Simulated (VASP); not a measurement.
Se: density of states with PBEsol

Crystal: Se.

```
Se
1.0
     2.81056    0.00000    0.00000
     0.00000    2.81056    0.00000
     0.00000    0.00000    2.81056
Se
1
Direct
  0.00000 0.00000 0.00000
```

```yaml
Program: VASP 6.6.1
Task: density of states
Functional: PBEsol
Potentials_or_basis: VASP PAW PBE potentials, release 64 (Se)
Cutoff: 520 eV
k_mesh: 12 × 12 × 12
Occupations: fermi-dirac, width 0.03 eV
Spin: no spin polarisation
Dipole_correction: no
k_mesh_for_the_DOS: 18 × 18 × 18
Occupations_for_the_DOS: tetrahedron
Further_INCAR_settings: ALGO = Normal; EDIFF = 1e-07
```

* Valence electrons inside the program's atomic spheres: Se 3.65

Levels at points of the mesh, in eV from the Fermi level:
| k point | band 1 | band 2 | band 3 | band 4 | band 5 | band 6 | band 7 |
| --- | --- | --- | --- | --- | --- | --- | --- |
| (0.00, 0.00, 0.00) | -16.21 | 1.42 | 1.42 | 1.42 | 7.71 | 7.71 | 7.75 |
| (0.50, 0.00, 0.00) | -14.07 | -7.14 | 2.89 | 2.89 | 9.93 | 11.58 | 12.41 |
| (0.50, 0.50, 0.00) | -11.94 | -5.14 | -5.14 | 2.70 | 4.22 | 13.49 | 15.81 |
| (0.50, 0.50, 0.50) | -9.77 | -3.38 | -3.38 | -3.38 | 5.70 | 5.70 | 5.70 |

It took 15 s on 1 thread of Intel Xeon 6975P-C, on a shared host, peak memory 0.16 GiB.
